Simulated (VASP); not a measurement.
# TaWC2 (R-3m) in VASP: settings compared

The runs below take TaWC2 through single point, relaxation of cell and atoms, with LDA, PBEsol+U.

Everything below comes from runs of VASP 6.6.1. Logs are shortened: lines on timing, memory, paths and dates and some standing lists are left out, and cuts for length are marked.

### Step 1. The cell of the first run

It takes space group R-3m (No. 166, trigonal). The conventional cell has a = 3.144 Å, b = 3.144 Å, c = 15.305 Å, α = 90.00°, β = 90.00°, γ = 120.00°. Within 2.9 Å of W (site symmetry -3m) lie 6 C at 2.21 Å. Within 2.9 Å of Ta (site symmetry -3m) lie 6 C at 2.23 Å. C (site symmetry 3m) has 3 W at 2.21 Å and 3 Ta at 2.23 Å within 2.9 Å.

### Step 2. Single point, LDA (10.92 Å³/atom)

Contents of INCAR:

```
  PREC = Accurate
  ENCUT = 520
  EDIFF = 1E-6
  ISMEAR = -1
  SIGMA = 0.05
  LREAL = F
  LASPH = T
  NELM = 80
  ALGO = Normal
  ISIF = 2
  LWAVE = F
  LCHARG = F
  GGA = CA
  NBANDS = 24
```

Contents of KPOINTS:

```
regular mesh
0
Gamma
  10 10 10
```

Contents of POSCAR:

```
TaWC2
1.0
    1.5718551461      0.9075109917      5.1016196719
   -1.5718551461      0.9075109917      5.1016196719
    0.0000000000     -1.8150219835      5.1016196719
W Ta C
1 1 2
Direct
    0.0000000000      0.0000000000      0.0000000000
    0.5000000000      0.5000000000      0.5000000000
    0.2509330000      0.2509330000      0.2509330000
    0.7490670000      0.7490670000      0.7490670000
```

Potentials or basis: VASP PAW LDA potentials, release 64 (W_sv, Ta_pv, C).

Run with:

```sh
$ cat potpaw_LDA.64/W_sv/POTCAR potpaw_LDA.64/Ta_pv/POTCAR potpaw_LDA.64/C/POTCAR > POTCAR
$ mpirun -np 1 vasp_std > vasp.out
```

OUTCAR:

```text
PREC = Accurate
   ENCUT = 520
   EDIFF = 1E-6
   ISMEAR = -1
   LREAL = F
   LASPH = T
   NELM = 80
   ISIF = 2
   GGA = CA

 ion  position               nearest neighbor table
   1  0.000  0.000  0.000-   4 2.21   4 2.21   3 2.21   3 2.21   4 2.21   3 2.21   2 3.13   2 3.13
                             2 3.13   2 3.13   2 3.13   2 3.13
   2  0.500  0.500  0.500-   3 2.23   3 2.23   4 2.23   4 2.23   3 2.23   4 2.23   1 3.13   1 3.13
                             1 3.13   1 3.13   1 3.13   1 3.13
   3  0.251  0.251  0.251-   1 2.21   1 2.21   1 2.21   2 2.23   2 2.23   2 2.23
   4  0.749  0.749  0.749-   1 2.21   1 2.21   1 2.21   2 2.23   2 2.23   2 2.23

  LATTYP: Found a trigonal (rhomboedric) cell.
 ALAT       =     5.4148710120
 COS(alpha) =     0.8314693846

  Lattice vectors:

 A1 = (   1.5718551461,   0.9075109917,   5.1016196719)
 A2 = (  -1.5718551461,   0.9075109917,   5.1016196719)
 A3 = (   0.0000000000,  -1.8150219835,   5.1016196719)

Analysis of symmetry for initial positions (statically):
=====================================================================
 Subroutine PRICEL returns:
 Original cell was already a primitive cell.

 Routine SETGRP: Setting up the symmetry group for a
 trigonal (rhombohedral) supercell.

 Subroutine GETGRP returns: Found 12 space group operations
 (whereof 12 operations were pure point group operations)
 out of a pool of 12 trial point group operations.

The static configuration has the point symmetry D_3d.

Analysis of symmetry for dynamics (positions and initial velocities):
=====================================================================
 Subroutine PRICEL returns:
 Original cell was already a primitive cell.

 Routine SETGRP: Setting up the symmetry group for a
 trigonal (rhombohedral) supercell.

 Subroutine GETGRP returns: Found 12 space group operations
 (whereof 12 operations were pure point group operations)
 out of a pool of 12 trial point group operations.

The dynamic configuration has the point symmetry D_3d.

 Subroutine INISYM returns: Found 12 space group operations
 (whereof 12 operations are pure point group operations),
 and found     1 'primitive' translations

----------------------------------------------------------------------------------------

                                     Primitive cell

  volume of cell :      43.6640

  direct lattice vectors                    reciprocal lattice vectors
     1.571855146  0.907510992  5.101619672     0.318095469  0.183652505  0.065338727
    -1.571855146  0.907510992  5.101619672    -0.318095469  0.183652505  0.065338727
     0.000000000 -1.815021984  5.101619672     0.000000000 -0.367305009  0.065338727

  length of vectors
     5.414871012  5.414871012  5.414871012     0.373071198  0.373071198  0.373071198

  position of ions in fractional coordinates (direct lattice)
     0.000000000  0.000000000  0.000000000
     0.500000000  0.500000000  0.500000000
     0.250933000  0.250933000  0.250933000
     0.749067000  0.749067000  0.749067000

  ion indices of the primitive-cell ions
   primitive index   ion index
                 1           1
                 2           2
                 3           3
                 4           4

----------------------------------------------------------------------------------------

 KPOINTS: regular mesh

Automatic generation of k-mesh.
 Grid dimensions read from file:
 generate k-points for:   10   10   10

 Generating k-lattice:

  Cartesian coordinates                     Fractional coordinates (reciprocal lattice)
     0.031809547  0.018365250  0.006533873     0.100000000  0.000000000  0.000000000
    -0.031809547  0.018365250  0.006533873     0.000000000  0.100000000  0.000000000
     0.000000000 -0.036730501  0.006533873    -0.000000000 -0.000000000  0.100000000

  Length of vectors
     0.037307120  0.037307120  0.037307120

  Shift w.r.t. Gamma in fractional coordinates (k-lattice)
     0.000000000  0.000000000  0.000000000

 Subroutine IBZKPT returns following result:
 ===========================================

 Found    116 irreducible k-points:

 Following reciprocal coordinates:
            Coordinates               Weight
  0.000000  0.000000  0.000000      1.000000
  0.100000 -0.000000  0.000000      6.000000
  0.200000 -0.000000  0.000000      6.000000
  0.300000 -0.000000  0.000000      6.000000
  0.400000  0.000000  0.000000      6.000000
  0.500000 -0.000000  0.000000      3.000000
[... 16 lines left out ...]
  0.300000  0.300000  0.000000      6.000000
  0.400000  0.300000  0.000000     12.000000
 [... further k-points ...]
   k-points           NKPTS =    116   k-points in BZ     NKDIM =    116   number of bands    NBANDS=     24
   number of dos      NEDOS =    301   number of ions     NIONS =      4
   total plane-waves  NPLWV =  64000
   dimension x,y,z NGX =    40 NGY =   40 NGZ =   40
   dimension x,y,z NGXF=    80 NGYF=   80 NGZF=   80
   ions per type =               1   1   2
   NGX,Y,Z   is equivalent  to a cutoff of  12.28, 12.28, 12.28 a.u.
   NGXF,Y,Z  is equivalent  to a cutoff of  24.56, 24.56, 24.56 a.u.
 SYSTEM =  unknown system
   PREC   = accura    normal or accurate (medium, high low for compatibility)
   ISTART =      0    job   : 0-new  1-cont  2-samecut
   ICHARG =      2    charge: 1-file 2-atom 10-const
   ISPIN  =      1    spin polarized calculation?
   LNONCOLLINEAR =      F non collinear calculations
   LSORBIT =      F    spin-orbit coupling
   LASPH  =      T    aspherical Exc in radial PAW
   ENCUT  =  520.0 eV  38.22 Ry    6.18 a.u.  10.07 10.07 10.07*2*pi/ulx,y,z
   NELM   =     80;   NELMIN=  2; NELMDL= -5     # of ELM steps
   EDIFF  = 0.1E-05   stopping-criterion for ELM
   LREAL  =      F    real-space projection
   EDIFFG = 0.1E-04   stopping-criterion for IOM
   NSW    =      0    number of steps for IOM
   IBRION =     -1    ionic relax: 0-MD 1-quasi-New 2-CG
   NFREE  =      0    steps in history (QN), initial steepest desc. (CG)
   ISIF   =      2    stress and relaxation
   ISYM   =      2    0-nonsym 1-usesym 2-fastsym
   POTIM  = 0.5000    time-step for ionic-motion
   TEBEG  =    0.0;   TEEND  =   0.0 temperature during run
   PSTRESS=    0.0 pullay stress
   NELECT =      33.0000    total number of electrons
   NUPDOWN=      -1.0000    fix difference up-down
   EMIN   =  10.00;   EMAX   =-10.00  energy-range for DOS
   EFERMI =   0.00;   METHOD = LEGACY
   ISMEAR =    -1;   SIGMA  =   0.05  broadening in eV -4-tet -1-fermi 0-gaus
   EFERMI_NEDOS =   21; number of points for ismear=-14 and -15
   IALGO  =     38    algorithm
   IMIX   =      4    mixing-type and parameters
     AMIX     =   0.40;   BMIX     =  1.00
     AMIX_MAG =   1.60;   BMIX_MAG =  1.00
  volume/ion in A,a.u.               =      10.92        73.66
  Fermi-wavevector in a.u.,A,eV,Ry     =   1.491208  2.817975 30.255294  2.223701
  Thomas-Fermi vector in A             =   2.603892
   LORBIT       =      0    0 simple, 1 ext, 2 COOP (PROOUT), +10 PAW based schemes
   GGA     = CA    functional components
   LHFCALC =     F    Hartree Fock is set to
   AEXX    =    0.0000 exact exchange contribution
   IVDW    =     0    specifies the selected vdW correction
   LEPSILON=     F    determine dielectric tensor
   LRPA    =     F    only Hartree local field effects (RPA)
 non-spin polarized calculation
  energy-cutoff  :      520.00
  volume of cell :       43.66
 maximum number of plane-waves:      1190
   NGX = 21   NGY = 21   NGZ = 21

 number of electron      33.0000000 magnetization

 Free energy of the ion-electron system (eV)
  ---------------------------------------------------
  ext. energy  EPLUGINS =         0.00000000
  ---------------------------------------------------
  free energy    TOTEN  =       -48.07116286 eV

  energy without entropy =      -48.05596926  energy(sigma->0) =      -48.06356606

 E-fermi :  10.1437     XC(G=0): -13.5746

 val. band max:       10.1364760765   @ k =   0.4000   0.2000   0.0000
 cond. band min:      10.1437654629   @ k =  -0.1000   0.2000   0.1000
 fundamental gap:      0.0072893864
 Fermi energy:        10.1437169284

 k-point     1 :       0.0000    0.0000    0.0000
  band No.  band energies     occupation
      1     -64.7161      2.00000
      2     -29.2385      2.00000
      3     -29.0472      2.00000
      4     -29.0472      2.00000
      5     -25.3306      2.00000
      6     -24.9591      2.00000
[... 16 lines left out ...]
     23      13.1050      0.00000
     24      15.3249      0.00000

 k-point     2 :       0.1000   -0.0000    0.0000
  band No.  band energies     occupation
      1     -64.7141      2.00000
      2     -29.2303      2.00000
      3     -29.0856      2.00000
      4     -29.0561      2.00000
      5     -25.3242      2.00000
      6     -25.0152      2.00000
[... 16 lines left out ...]
     23      12.8540      0.00000
     24      16.1827      0.00000

 k-point     3 :       0.2000   -0.0000    0.0000
  band No.  band energies     occupation
      1     -64.7089      2.00000
      2     -29.2090      2.00000
      3     -29.1849      2.00000
      4     -29.0794      2.00000
      5     -25.3075      2.00000
      6     -25.1593      2.00000
[... 16 lines left out ...]
     23      14.2320      0.00000
     24      16.4812      0.00000

 k-point     4 :       0.3000   -0.0000    0.0000
  band No.  band energies     occupation
      1     -64.7024      2.00000
      2     -29.3058      2.00000
      3     -29.1820      2.00000
      4     -29.1079      2.00000
      5     -25.3331      2.00000
      6     -25.2857      2.00000
[... 16 lines left out ...]
     23      14.9760      0.00000
     24      16.1755      0.00000

 k-point     5 :       0.4000    0.0000    0.0000
  band No.  band energies     occupation
      1     -64.6972      2.00000
      2     -29.4017      2.00000
      3     -29.1604      2.00000
      4     -29.1309      2.00000
      5     -25.4689      2.00000
      6     -25.2689      2.00000
[... 451 lines left out ...]
 k-point    22 :      -0.2000    0.2000    0.0000
  band No.  band energies     occupation
      1     -64.6994      2.00000
      2     -29.3255      2.00000
      3     -29.1720      2.00000
      4     -29.1585      2.00000
      5     -25.3603      2.00000
      6     -25.2727      2.00000
[... 16 lines left out ...]
     23      15.0040      0.00000
     24      15.8072      0.00000

 k-point    23 :       0.3000    0.3000    0.0000
  band No.  band energies     occupation
      1     -64.7024      2.00000
      2     -29.3081      2.00000
      3     -29.1839      2.00000
      4     -29.1085      2.00000
      5     -25.3306      2.00000
      6     -25.2798      2.00000
[... 16 lines left out ...]
     23      16.1356      0.00000
     24      16.4680      0.00000

 k-point    24 :       0.4000    0.3000    0.0000
  band No.  band energies     occupation
      1     -64.6988      2.00000
      2     -29.3593      2.00000
      3     -29.1709      2.00000
      4     -29.1414      2.00000
      5     -25.3976      2.00000
      6     -25.2669      2.00000
[... 16 lines left out ...]
     23      16.1029      0.00000
     24      16.8216      0.00000

 [... further k-points ...]
[... 5 lines left out ...]
  --------------------------------------------------------------------------------------
  -------------------------------------------------------------------------------------
  Total       -4.0583481     -4.0583481     -4.0374484      0.0000000      0.0000000      0.0000000
  in kB     -148.9142085   -148.9142085   -148.1473291      0.0000000      0.0000000      0.0000000
  external PRESSURE =    -148.6585820 kB  Pullay stress =       0.0000000 kB

 VOLUME and BASIS-vectors are now :
 -----------------------------------------------------------------------------
  energy-cutoff  :      520.00
  volume of cell :       43.66
      direct lattice vectors                 reciprocal lattice vectors
     1.571855146  0.907510992  5.101619672     0.318095469  0.183652505  0.065338727
    -1.571855146  0.907510992  5.101619672    -0.318095469  0.183652505  0.065338727
     0.000000000 -1.815021984  5.101619672     0.000000000 -0.367305009  0.065338727

 POSITION                                       TOTAL-FORCE (eV/Angst)
 -----------------------------------------------------------------------------------
      0.00000      0.00000      0.00000        -0.000000      0.000000      0.000000
      0.00000     -0.00000      7.65243         0.000000      0.000000      0.000000
      0.00000     -0.00000      3.84049         0.000000     -0.000000      0.083447
      0.00000     -0.00000     11.46436         0.000000      0.000000     -0.083447
 -----------------------------------------------------------------------------------
    total drift:                                0.000000      0.000000      0.000000

  FREE ENERGIE OF THE ION-ELECTRON SYSTEM (eV)
  ---------------------------------------------------
  free  energy   TOTEN  =       -48.0711628639 eV

  energy  without entropy=      -48.0559692619  energy(sigma->0) =      -48.06356606
```

Wall time 5.3 min (1 thread of Intel Xeon 8259CL, shared host); peak memory 0.3 GiB.

Results:

```
Free energy            : -48.0712 eV
Pressure               : -14.9 GPa
Largest force          : 0.083 eV/Å
Band gap on the k mesh : zero (an odd number of electrons rules out a gap without spin polarisation)
```

Forces in eV/Å, atoms in the order of the input:
```
W    0.000  0.000  0.000
Ta   0.000  0.000  0.000
C    0.000  0.000  0.083
C    0.000  0.000 -0.083
```

Caveat: the cell stands under tension; spin-orbit coupling is left out, which moves the levels of the heavy elements.

(Continued in part 2 of 2.)
